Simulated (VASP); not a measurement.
A run of VASP 6.6.1 is set up as follows.

The input INCAR:

```
SYSTEM = HfO2
PREC = Accurate
ENCUT = 520
EDIFF = 1E-6
ISMEAR = 0
SIGMA = 0.05
LREAL = .False.
LASPH = .True.
NELM = 100
ALGO = Normal
ISIF = 2
LWAVE = .False.
LCHARG = .False.
GGA = PE
NBANDS = 31
```

The input KPOINTS:

```
Automatic mesh
0
Gamma
  6 6 8
  0 0 0
```

POSCAR

```
HfO2
1.0
    4.8407009752      0.0000000000      0.0000000000
    0.0000000000      4.8407009752      0.0000000000
    0.0000000000      0.0000000000      3.2110151318
Hf O
2 4
Direct
    0.0000000000      0.0000000000      0.0000000000
    0.5000000000      0.5000000000      0.5000000000
    0.1948161092      0.8051838908      0.5000000000
    0.3051838908      0.3051838908      0.0000000000
    0.6948161092      0.6948161092      0.0000000000
    0.8051838908      0.1948161092      0.5000000000
```

Potentials or basis: VASP PAW PBE potentials, release 64 (Hf_pv, O).

Run with:

```bash
$ cat potpaw_PBE.64/Hf_pv/POTCAR potpaw_PBE.64/O/POTCAR > POTCAR
$ mpirun -np 1 vasp_std > vasp.out
```

**Question.** What does it give for the largest force?

**Answer.** 0.033 eV/Å.

**Question.** Estimate the pressure.

**Answer.** 2.7 GPa.

**Question.** Estimate the band gap on the k mesh.

**Answer.** 3.94 eV, direct.

Stress tensor (GPa, compression positive):
```
2.42 0.00 0.00
0.00 2.42 0.00
0.00 0.00 3.24
```

Caveat: spin-orbit coupling is left out, which moves the levels of the heavy elements. A k mesh can miss the band edges.
